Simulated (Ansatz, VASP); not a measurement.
LaSc2F: VASP beside Ansatz

```
La Sc F
1.0
    -1.92714    1.92714    5.99797
     1.92714   -1.92714    5.99797
     1.92714    1.92714   -5.99797
La Sc F
1 2 1
Direct
  0.00000 0.00000 0.00000
  0.69108 0.69108 0.00000
  0.30892 0.30892 0.00000
  0.50000 0.50000 0.00000
```

Alike in both runs: functional PBE; k mesh 6 × 6 × 6; occupations gaussian, width 0.1 eV; no spin polarisation.

Ansatz relaxed the structure, and its values are those at the end. VASP's run is a single point on that final structure, the one shown.

|  | VASP | Ansatz |
| --- | --- | --- |
| version | VASP 6.6.1 | Ansatz 0.2.0 |
| potentials or method | VASP PAW PBE potentials, release 64 (La, Sc_sv, F), cutoff 520 eV | scalar-relativistic, plane waves, PAW |
| valence electrons in the cell | 40 | 40 |

Ansatz gave:

- gap on the k mesh at the Fermi level (eV): none
- pressure (GPa): 0.0
- rms of the force components (eV/Å): 0.010

Task: Which values does VASP return?

Result: gap on the k mesh at the Fermi level (eV): none; pressure (GPa): 0.0; rms of the force components (eV/Å): 0.002.

A gap of «none» marks a metal or a gap that the smearing closes.

The k mesh is coarse, so the values compare programs but aren't converged. Spin-orbit coupling is off throughout.
